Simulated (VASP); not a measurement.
# Sc2SiF2 (P-3m1) in VASP: notebook, part 2 of 2

VASP 6.6.1. The steps go on from the part before.

## 3. Single point, PBE

This run uses another cell than the first one, of 15.45 Å³/atom.

INCAR reads:

```
SYSTEM = Sc2SiF2
ALGO = Normal
EDIFF = 1E-6
ENCUT = 600
GGA = PE
GGA_COMPAT = .FALSE.
ISIF = 2
ISMEAR = 0
LASPH = .TRUE.
LCHARG = .FALSE.
LREAL = .FALSE.
LWAVE = .FALSE.
NBANDS = 28
NELM = 120
PREC = Accurate
SIGMA = 0.1
```

KPOINTS reads:

```
k-points
0
G
  6 6 4
  0 0 0
```

POSCAR reads:

```
Sc2SiF2
1.0
    3.7266953565      0.0000000000      0.0000000000
   -1.8633476783      3.2274128509      0.0000000000
    0.0000000000      0.0000000000      6.4246380559
Sc Si F
2 1 2
Direct
    0.3333333333      0.6666666667      0.2486694065
    0.6666666667      0.3333333333      0.7513305935
    0.0000000000      0.0000000000      0.0000000000
    0.3333333333      0.6666666667      0.6042849102
    0.6666666667      0.3333333333      0.3957150898
```

Potentials or basis: VASP PAW PBE potentials, release 64 (Sc_sv, Si, F).

Run with:

```
$ cat potpaw_PBE.64/Sc_sv/POTCAR potpaw_PBE.64/Si/POTCAR potpaw_PBE.64/F/POTCAR > POTCAR
$ mpirun -np 1 vasp_std > vasp.out
```

OUTCAR:

```text
SYSTEM = Sc2SiF2
   EDIFF = 1E-6
   ENCUT = 600
   GGA = PE
   ISIF = 2
   ISMEAR = 0
   LASPH = .TRUE.
   LREAL = .FALSE.
   NELM = 120
   PREC = Accurate

 ion  position               nearest neighbor table
   1  0.333  0.667  0.249-   4 2.28   5 2.35   5 2.35   5 2.35   3 2.68   3 2.68   3 2.68
   2  0.667  0.333  0.751-   5 2.28   4 2.35   4 2.35   4 2.35   3 2.68   3 2.68   3 2.68
   3  0.000  0.000  0.000-   1 2.68   2 2.68   2 2.68   1 2.68   2 2.68   1 2.68
   4  0.333  0.667  0.604-   1 2.28   2 2.35   2 2.35   2 2.35
   5  0.667  0.333  0.396-   2 2.28   1 2.35   1 2.35   1 2.35
[... 947 lines left out ...]
  -------------------------------------------------------------------------------------
  Total        0.1947248      0.1947248      0.0652252     -0.0000000     -0.0000000      0.0000000
  in kB        4.0374283      4.0374283      1.3523807     -0.0000000     -0.0000000      0.0000000
  external PRESSURE =       3.1424124 kB  Pullay stress =       0.0000000 kB

 VOLUME and BASIS-vectors are now :
 -----------------------------------------------------------------------------
  energy-cutoff  :      600.00
  volume of cell :       77.27
      direct lattice vectors                 reciprocal lattice vectors
     3.726695357  0.000000000  0.000000000     0.268334249  0.154922851  0.000000000
    -1.863347678  3.227412851  0.000000000     0.000000000  0.309845702  0.000000000
     0.000000000  0.000000000  6.424638056     0.000000000  0.000000000  0.155650792

 POSITION                                       TOTAL-FORCE (eV/Angst)
 -----------------------------------------------------------------------------------
     -0.00000      2.15161      1.59761         0.000000      0.000000     -0.011316
      1.86335      1.07580      4.82703        -0.000000     -0.000000      0.011316
      0.00000      0.00000      0.00000        -0.000000      0.000000      0.000000
     -0.00000      2.15161      3.88231        -0.000000      0.000000     -0.020988
      1.86335      1.07580      2.54233         0.000000     -0.000000      0.020988
 -----------------------------------------------------------------------------------
    total drift:                               -0.000000      0.000000      0.000000

  FREE ENERGIE OF THE ION-ELECTRON SYSTEM (eV)
  ---------------------------------------------------
  free  energy   TOTEN  =       -32.7723249037 eV

  energy  without entropy=      -32.7661419249  energy(sigma->0) =      -32.76923341
```

OSZICAR:

```text
N       E                     dE             d eps       ncg     rms          rms(c)
DAV:   1     0.663398161513E+03    0.66340E+03   -0.20808E+04  1360   0.167E+03
DAV:   2     0.661776216359E+02   -0.59722E+03   -0.58527E+03  1416   0.557E+02
DAV:   3    -0.341893543017E+02   -0.10037E+03   -0.96800E+02  2256   0.214E+02
DAV:   4    -0.389057703267E+02   -0.47164E+01   -0.47037E+01  2120   0.513E+01
DAV:   5    -0.389548615020E+02   -0.49091E-01   -0.49051E-01  2264   0.665E+00    0.136E+01
DAV:   6    -0.327950369365E+02    0.61598E+01   -0.24097E+01  2024   0.418E+01    0.459E+00
DAV:   7    -0.327853959837E+02    0.96410E-02   -0.16337E+00  2048   0.947E+00    0.246E+00
DAV:   8    -0.327799203150E+02    0.54757E-02   -0.25117E-01  2024   0.493E+00    0.887E-01
DAV:   9    -0.327752090981E+02    0.47112E-02   -0.14722E-01  2096   0.315E+00    0.417E-01
DAV:  10    -0.327719606932E+02    0.32484E-02   -0.24353E-02  2020   0.144E+00    0.136E-01
DAV:  11    -0.327722694486E+02   -0.30876E-03   -0.17871E-03  1996   0.366E-01    0.119E-01
DAV:  12    -0.327723066706E+02   -0.37222E-04   -0.87663E-04  1996   0.285E-01    0.309E-02
DAV:  13    -0.327723230255E+02   -0.16355E-04   -0.15419E-04  1980   0.112E-01    0.182E-02
DAV:  14    -0.327723245220E+02   -0.14965E-05   -0.26385E-05  2080   0.436E-02    0.102E-02
DAV:  15    -0.327723249037E+02   -0.38170E-06   -0.42764E-06  1576   0.152E-02
   1 F= -.32772325E+02 E0= -.32769233E+02  d E =-.618298E-02
```

stdout:

```text
POSCAR found type information on POSCAR ScSiF
 POSCAR found :  3 types and       5 ions
 scaLAPACK will be used
 LDA part: xc-table for (Slater+PW92), standard interpolation
 POSCAR, INCAR and KPOINTS ok, starting setup
 FFT: planning ... GRIDC
 FFT: planning ... GRID_SOFT
 FFT: planning ... GRID
 WAVECAR not read
 entering main loop
```

Run time: 48 s. Hardware: 1 thread of Oxide Virtual Turin-like, shared host; peak memory 0.21 GiB.

What came out:

| Quantity | Value |
| --- | --- |
| Free energy | -32.7723 eV |
| Pressure | 0.3 GPa |
| Largest force | 0.021 eV/Å |
| Band gap on the k mesh | zero (bands 20 and 21 overlap by 0.29 eV) |

Forces in eV/Å, atoms in the order of the input:
```
Sc   0.000  0.000 -0.011
Sc   0.000  0.000  0.011
Si   0.000  0.000  0.000
F    0.000  0.000 -0.021
F    0.000  0.000  0.021
```

Levels at points of the mesh, in eV from the Fermi level:
| k point | band 18 | band 19 | band 20 | band 21 | band 22 | band 23 |
| --- | --- | --- | --- | --- | --- | --- |
| (0.00, 0.00, 0.00) | -2.14 | 0.06 | 0.06 | 0.52 | 0.88 | 0.88 |
| (0.50, 0.00, 0.00) | -3.25 | -1.64 | -0.68 | -0.17 | 1.83 | 1.87 |
| (0.00, 0.00, 0.50) | -2.63 | 0.11 | 0.11 | 0.57 | 1.03 | 1.03 |
| (0.50, 0.00, 0.50) | -2.97 | -1.78 | -0.72 | 0.20 | 1.62 | 2.00 |

Caveat: semilocal functionals underestimate gaps, and a narrow one can read as zero.

## 4. Relaxation of cell and atoms, PBE

INCAR reads:

```
PREC = Accurate ; ENCUT = 600
EDIFF = 1E-7 ; ISMEAR = 0
SIGMA = 0.1 ; LREAL = F
LASPH = T ; NELM = 120
ALGO = Normal ; ISIF = 3
LWAVE = F ; LCHARG = F
GGA = PE ; IBRION = 2
NSW = 90 ; EDIFFG = -0.04
GGA_COMPAT = F ; NELMIN = 4
```

KPOINTS reads:

```
Automatic mesh
0
Gamma
  6 6 4
```

POSCAR reads:

```
Sc2SiF2
1.0
    3.5127154600      0.0000000000      0.0000000000
   -1.7563577300      3.0421008200      0.0000000000
    0.0000000000      0.0000000000      6.2429809200
Sc Si F
2 1 2
Direct
    0.3333333300      0.6666666700      0.2899999900
    0.6666666700      0.3333333300      0.7100000100
    0.0000000000      0.0000000000      0.0000000000
    0.3333333300      0.6666666700      0.6200000000
    0.6666666700      0.3333333300      0.3800000000
```

Run with:

```
$ cat potpaw_PBE.64/Sc_sv/POTCAR potpaw_PBE.64/Si/POTCAR potpaw_PBE.64/F/POTCAR > POTCAR
$ mpirun -np 1 vasp_std > vasp.out
```

Run time: 4.9 min. Hardware: 1 thread of Oxide Virtual Turin-like, shared host; peak memory 0.19 GiB.

Results (log left out):

| Quantity | Value |
| --- | --- |
| Free energy | -32.7586 eV |
| Relaxed volume | 15.53 Å³/atom |
| Relaxed cell | a = 3.735 Å, b = 3.735 Å, c = 6.425 Å, α = 90.00°, β = 90.00°, γ = 120.00° |
| Space group after relaxing (to 0.1 Å) | P-3m1 (No. 164) |
| Energy gained by relaxing | 333.4 meV/atom |
| Ionic steps | 11 |
| Pressure after relaxing | 0.0 GPa |
| Largest force after relaxing | 0.036 eV/Å |
| Band gap on the k mesh | zero (bands 20 and 21 overlap by 0.27 eV) |

Forces in eV/Å, atoms in the order of the input:
```
Sc   0.000  0.000 -0.036
Sc   0.000  0.000  0.036
Si   0.000  0.000  0.000
F    0.000  0.000  0.009
F    0.000  0.000 -0.009
```

Stress tensor (GPa, compression positive):
```
 0.10  0.00  0.00
 0.00  0.10  0.00
 0.00  0.00 -0.24
```

The path:
```tsv
step	energy change (eV)	largest force (eV/Å)	pressure (GPa)	volume (Å³)
1	0.0000	3.7494	21.31	66.71
2	-1.2593	1.2389	-7.92	85.35
3	-1.3118	1.5672	-4.55	81.30
4	-1.6245	0.4818	-1.77	78.68
5	-1.6565	0.1500	-0.28	77.63
6	-1.6564	0.1378	-0.17	77.56
7	-1.6605	0.1105	0.10	77.34
8	-1.6640	0.0443	0.75	76.87
9	-1.6661	0.0676	0.17	77.40
10	-1.6663	0.0813	0.01	77.55
11	-1.6669	0.0364	-0.02	77.63
```

Final structure:
```yaml
crystal:
  lattice:
    - [3.73521, 0.00000, 0.00000]
    - [-1.86760, 3.23479, 0.00000]
    - [0.00000, 0.00000, 6.42453]
  atoms:
    - { symbol: Sc, position: [0.33333, 0.66667, 0.24895] }
    - { symbol: Sc, position: [0.66667, 0.33333, 0.75105] }
    - { symbol: Si, position: [0.00000, 0.00000, 0.00000] }
    - { symbol: F, position: [0.33333, 0.66667, 0.60342] }
    - { symbol: F, position: [0.66667, 0.33333, 0.39658] }
```

Levels at points of the mesh, in eV from the Fermi level:
```
           k point  band 17  band 18  band 19  band 20  band 21  band 22  band 23  band 24
(0.00, 0.00, 0.00)    -6.72    -2.14     0.05     0.05     0.52     0.88     0.88     1.75
(0.50, 0.00, 0.00)    -6.34    -3.24    -1.64    -0.68    -0.17     1.82     1.86     1.94
(0.00, 0.00, 0.50)    -6.25    -2.63     0.11     0.11     0.58     1.03     1.03     1.58
(0.50, 0.00, 0.50)    -6.28    -2.96    -1.77    -0.72     0.20     1.62     1.99     2.12
```

Caveat: the volume moved by over 15 % at a fixed basis, so the end points are rough; semilocal functionals underestimate gaps, and a narrow one can read as zero.

## 5. Single point, PBE

This run uses another cell than the first one, of 15.52 Å³/atom.

INCAR reads:

```
PREC = Accurate
ENCUT = 600
EDIFF = 1E-6
ISMEAR = 0
SIGMA = 0.1
LREAL = False
LASPH = True
NELM = 120
ALGO = Normal
ISIF = 2
LWAVE = False
LCHARG = False
GGA = PE
NBANDS = 28
GGA_COMPAT = False
```

KPOINTS reads:

```
regular mesh
0
Gamma
  12 12 6
```

POSCAR reads:

```
Sc2SiF2
1.0
    3.7470508334      0.0000000000      0.0000000000
   -1.8735254167      3.2450412110      0.0000000000
    0.0000000000      0.0000000000      6.3831389833
Sc Si F
2 1 2
Direct
    0.3333333333      0.6666666667      0.2485962511
    0.6666666667      0.3333333333      0.7514037489
    0.0000000000      0.0000000000      0.0000000000
    0.3333333333      0.6666666667      0.6028385850
    0.6666666667      0.3333333333      0.3971614150
```

Run with:

```
$ cat potpaw_PBE.64/Sc_sv/POTCAR potpaw_PBE.64/Si/POTCAR potpaw_PBE.64/F/POTCAR > POTCAR
$ mpirun -np 1 vasp_std > vasp.out
```

Run time: 2.9 min. Hardware: 1 thread of Oxide Virtual Turin-like, shared host; peak memory 0.34 GiB.

It converged, with:

| Item | Value |
| --- | --- |
| Free energy | -32.7846 eV |
| Pressure | 0.1 GPa |
| Largest force | 0.021 eV/Å |
| Band gap on the k mesh | zero (bands 20 and 21 overlap by 0.23 eV) |

Forces on the atoms (eV/Å):
```
Sc   0.000  0.000 -0.021
Sc   0.000  0.000  0.021
Si   0.000  0.000  0.000
F    0.000  0.000  0.008
F    0.000  0.000 -0.008
```

Stress tensor (GPa, compression positive):
```
0.08 0.00 0.00
0.00 0.08 0.00
0.00 0.00 0.24
```

Levels at points of the mesh, in eV from the Fermi level:
| k point | band 17 | band 18 | band 19 | band 20 | band 21 | band 22 | band 23 | band 24 |
| --- | --- | --- | --- | --- | --- | --- | --- | --- |
| (0.00, 0.00, 0.00) | -6.67 | -2.11 | 0.03 | 0.03 | 0.57 | 0.89 | 0.89 | 1.79 |
| (0.50, 0.00, 0.00) | -6.29 | -3.20 | -1.59 | -0.69 | -0.14 | 1.84 | 1.92 | 1.96 |
| (0.00, 0.00, 0.50) | -6.21 | -2.59 | 0.09 | 0.09 | 0.63 | 1.04 | 1.04 | 1.59 |
| (0.50, 0.00, 0.50) | -6.23 | -2.91 | -1.73 | -0.73 | 0.23 | 1.68 | 2.02 | 2.13 |

Caveat: semilocal functionals underestimate gaps, and a narrow one can read as zero.

## 6. Relaxation of cell and atoms, PBE

This run uses another cell than the first one, of 15.45 Å³/atom.

INCAR reads:

```
PREC     = Accurate       # precision mode
ENCUT    = 600            # plane-wave cutoff, eV
EDIFF    = 1E-7           # SCF threshold, eV
ISMEAR   = 0              # smearing method
SIGMA    = 0.1            # smearing width, eV
LREAL    = False          # projectors in reciprocal space
LASPH    = True           # aspherical terms in the spheres
NELM     = 120            # most SCF steps
ALGO     = Normal         # electronic algorithm
ISIF     = 3              # what is computed and relaxed
LWAVE    = False          # write WAVECAR
LCHARG   = False          # write CHGCAR
GGA      = PE             # functional
IBRION   = 2              # ionic algorithm
NSW      = 100            # ionic steps
EDIFFG   = -0.01          # ionic threshold
GGA_COMPAT= False        
NELMIN   = 4
```

KPOINTS reads:

```
Automatic mesh
0
Gamma
  12 12 6
```

POSCAR reads:

```
Sc2SiF2
1.0
    3.7266953565      0.0000000000      0.0000000000
   -1.8633476783      3.2274128509      0.0000000000
    0.0000000000      0.0000000000      6.4246380559
Sc Si F
2 1 2
Direct
    0.3333333333      0.6666666667      0.2486694065
    0.6666666667      0.3333333333      0.7513305935
    0.0000000000      0.0000000000      0.0000000000
    0.3333333333      0.6666666667      0.6042849102
    0.6666666667      0.3333333333      0.3957150898
```

Potentials or basis: VASP PAW PBE potentials, release 64 (Sc_sv, Si, F).

Run with:

```
$ cat potpaw_PBE.64/Sc_sv/POTCAR potpaw_PBE.64/Si/POTCAR potpaw_PBE.64/F/POTCAR > POTCAR
$ mpirun -np 1 vasp_std > vasp.out
```

It took 9.6 min on 1 thread of Oxide Virtual Turin-like, shared host; peak memory 0.34 GiB.

The run converged. Its results:

- Free energy: -32.7842 eV
- Relaxed volume: 15.53 Å³/atom
- Relaxed cell: a = 3.743 Å, b = 3.743 Å, c = 6.400 Å, α = 90.00°, β = 90.00°, γ = 120.00°
- Space group after relaxing (to 0.1 Å): P-3m1 (No. 164)
- Energy gained by relaxing: 0.2 meV/atom
- Ionic steps: 6
- Pressure after relaxing: 0.0 GPa
- Largest force after relaxing: 0.009 eV/Å
- Band gap on the k mesh: zero (bands 20 and 21 overlap by 0.24 eV)

Forces in eV/Å, atoms in the order of the input:
```
Sc   0.000  0.000  0.009
Sc   0.000  0.000 -0.009
Si   0.000  0.000  0.000
F    0.000  0.000  0.005
F    0.000  0.000 -0.005
```

The path:
```
step  energy change (eV)  largest force (eV/Å)  pressure (GPa)  volume (Å³)
   1              0.0000                0.0375            0.27        77.27
   2             -0.0004                0.0250           -0.05        77.56
   3             -0.0005                0.0226           -0.11        77.62
   4             -0.0007                0.0107           -0.05        77.61
   5             -0.0008                0.0323            0.05        77.59
   6             -0.0010                0.0093            0.01        77.64
```

Final structure:
```yaml
crystal:
  lattice:
    - [3.74270, 0.00000, 0.00000]
    - [-1.87135, 3.24127, 0.00000]
    - [0.00000, 0.00000, 6.40041]
  atoms:
    - { symbol: Sc, position: [0.33333, 0.66667, 0.24828] }
    - { symbol: Sc, position: [0.66667, 0.33333, 0.75172] }
    - { symbol: Si, position: [0.00000, 0.00000, 0.00000] }
    - { symbol: F, position: [0.33333, 0.66667, 0.60312] }
    - { symbol: F, position: [0.66667, 0.33333, 0.39688] }
```

Levels at points of the mesh, in eV from the Fermi level:
| k point | band 16 | band 17 | band 18 | band 19 | band 20 | band 21 | band 22 | band 23 | band 24 |
| --- | --- | --- | --- | --- | --- | --- | --- | --- | --- |
| (0.00, 0.00, 0.00) | -6.66 | -6.66 | -2.11 | 0.03 | 0.03 | 0.56 | 0.89 | 0.89 | 1.78 |
| (0.50, 0.00, 0.00) | -6.44 | -6.28 | -3.21 | -1.60 | -0.69 | -0.15 | 1.84 | 1.91 | 1.96 |
| (0.00, 0.00, 0.50) | -6.65 | -6.21 | -2.59 | 0.09 | 0.09 | 0.61 | 1.04 | 1.04 | 1.59 |
| (0.50, 0.00, 0.50) | -6.28 | -6.23 | -2.93 | -1.73 | -0.72 | 0.22 | 1.67 | 2.02 | 2.13 |

Caveat: semilocal functionals underestimate gaps, and a narrow one can read as zero.

## 7. Summary

```csv
task,cell,k mesh,gap on the mesh (eV),pressure (GPa),relaxed volume (Å³/atom),largest force (eV/Å)
single point,"a = 3.513, b = 3.513, c = 6.243 Å, angles 90.0, 90.0, 120.0°, 5 atoms, atomic positions A",6 × 6 × 4,none,21.3,-,3.75
single point,"a = 3.727, b = 3.727, c = 6.425 Å, angles 90.0, 90.0, 120.0°, 5 atoms, atomic positions B",6 × 6 × 4,none,0.3,-,0.02
relaxation of cell and atoms,"relaxed from a = 3.513, b = 3.513, c = 6.243 Å, angles 90.0, 90.0, 120.0°, 5 atoms, atomic positions A",6 × 6 × 4,none,0.0,15.53,0.04
single point,"a = 3.747, b = 3.747, c = 6.383 Å, angles 90.0, 90.0, 120.0°, 5 atoms, atomic positions C",12 × 12 × 6,none,0.1,-,0.02
relaxation of cell and atoms,"relaxed from a = 3.727, b = 3.727, c = 6.425 Å, angles 90.0, 90.0, 120.0°, 5 atoms, atomic positions B",12 × 12 × 6,none,0.0,15.53,0.01
```

Alike in all rows: level PBE; potentials or basis VASP PAW PBE potentials, release 64 (Sc_sv, Si, F); no spin polarisation; cutoff (eV) 600; smearing gaussian 0.1 eV.

Caveats: semilocal functionals underestimate gaps, and a narrow one can read as zero (at least some runs); the cell stands under pressure (at least some runs); forces of over 1 eV/Å act on the atoms, so gaps and moduli don't describe the material at rest (at least some runs); the volume moved by over 15 % at a fixed basis, so the end points are rough (at least some runs).

Total energies depend on the potentials used, so only differences within one code and one set of settings carry meaning.
